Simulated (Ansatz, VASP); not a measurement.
## Two plane-wave programs on MoS2

The input INCAR:

```
SYSTEM = MoS2
ALGO = Normal
EDIFF = 1E-7
ENCUT = 520
ISIF = 2
ISMEAR = -1
LASPH = .TRUE.
LCHARG = .TRUE.
LELF = .TRUE.
LREAL = .FALSE.
LVHAR = .TRUE.
LWAVE = .FALSE.
NBANDS = 20
NELM = 60
PREC = Accurate
SIGMA = 0.1
```

Contents of KPOINTS:

```
k-points
0
G
  12 12 6
  0 0 0
```

File POSCAR:

```
MoS2
1.0
    3.2274645600      0.0161373228      0.0000000000
   -1.5997569485      2.7869976386      0.0000000000
    0.0000000000      0.0000000000      6.3124734200
Mo S
1 2
Direct
    0.0000000000      0.0000000000      0.5000000000
    0.3333333333      0.6666666667      0.2553193200
    0.6666666667      0.3333333333      0.7446806800
```

Input for Ansatz:

```yaml
crystal:
  lattice:
    - [3.22746456, 0.0161373228, 0.0]
    - [-1.5997569485, 2.7869976386, 0.0]
    - [0.0, 0.0, 6.31247342]
  atoms:
    - { symbol: Mo, position: [0.0, 0.0, 0.5] }
    - { symbol: S, position: [0.3333333333333333, 0.6666666666666666, 0.25531932] }
    - { symbol: S, position: [0.6666666666666666, 0.3333333333333333, 0.74468068] }
basis:
  ecutwfc: 520.0
kpoints:
  mp_grid:
    grid: [12, 12, 6]
hamiltonian:
  xc: lda
scf:
  occupations:
    method: fermi_dirac
    width: 0.1
output:
  stress: true
```

Alike in both runs: task single point; functional LDA; k mesh 12 × 12 × 6; occupations fermi-dirac, width 0.1 eV; no spin polarisation.

|  | VASP | Ansatz |
| --- | --- | --- |
| version | VASP 6.6.1 | Ansatz 0.2.0 |
| potentials or method | VASP PAW LDA potentials, release 64 (Mo_sv, S), cutoff 520 eV | plane waves, PAW |
| valence electrons in the cell | 26 | 26 |

|  | VASP | Ansatz | Ansatz less VASP |
| --- | --- | --- | --- |
| pressure (GPa) | -5.7 | -5.8 | -0.12 |
| traceless stress, the component that is largest in VASP (GPa) | 2.11 | 2.09 | -0.018 |

LDA's correlation is that of Perdew and Zunger in VASP and of Perdew and Wang (1992) in Ansatz.
